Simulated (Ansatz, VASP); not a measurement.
**Two plane-wave programs on Re**

INCAR

```
ALGO = Fast
EDIFF = 1E-7
ENCUT = 520
GGA = PE
ISIF = 2
ISMEAR = 0
LASPH = T
LCHARG = T
LELF = T
LREAL = F
LVHAR = T
LWAVE = F
NBANDS = 10
NELM = 80
PREC = Accurate
SIGMA = 0.15
```

Contents of KPOINTS:

```
k-points
0
Gamma
  10 10 10
```

File POSCAR:

```
Re
1.0
    0.0000000000      1.8887813175      2.2042077975
    1.8887813175      0.0000000000      2.2042077975
    1.8887813175      1.8887813175      0.0000000000
Re
1
Direct
    0.0000000000      0.0000000000      0.0000000000
```

Input for Ansatz:

```yaml
crystal:
  lattice:
    - [0.0, 1.8887813175, 2.2042077975]
    - [1.8887813175, 0.0, 2.2042077975]
    - [1.8887813175, 1.8887813175, 0.0]
  atoms:
    - { symbol: Re, position: [0.0, 0.0, 0.0] }
basis:
  ecutwfc: 420
kpoints:
  mp_grid: { grid: [10, 10, 10] }
hamiltonian:
  xc: pbe
scf:
  occupations: { method: gaussian, width: 0.15 }
output:
  forces: true
  stress: true
  eigenvalues: true
```

Alike in both runs: task single point; functional PBE; k mesh 10 × 10 × 10; occupations gaussian, width 0.15 eV; no spin polarisation.

|  | VASP | Ansatz |
| --- | --- | --- |
| version | VASP 6.6.1 | Ansatz 0.2.0 |
| potentials or method | VASP PAW PBE potentials, release 64 (Re), cutoff 520 eV | scalar-relativistic, plane waves, PAW |
| valence electrons in the cell | 7 | 15 |

|  | VASP | Ansatz | Ansatz less VASP |
| --- | --- | --- | --- |
| gap on the k mesh at the Fermi level (eV) | none | none | - |
| pressure (GPa) | -12.7 | -11.9 | +0.81 |
| traceless stress, the component that is largest in VASP (GPa) | -24.50 | -25.00 | -0.494 |

A gap of «none» marks a metal or a gap that the smearing closes. VASP's potentials hold 7 valence electrons a cell and Ansatz's 15, so a difference there can come from the potentials and not from the codes.

Spin-orbit coupling is off throughout.
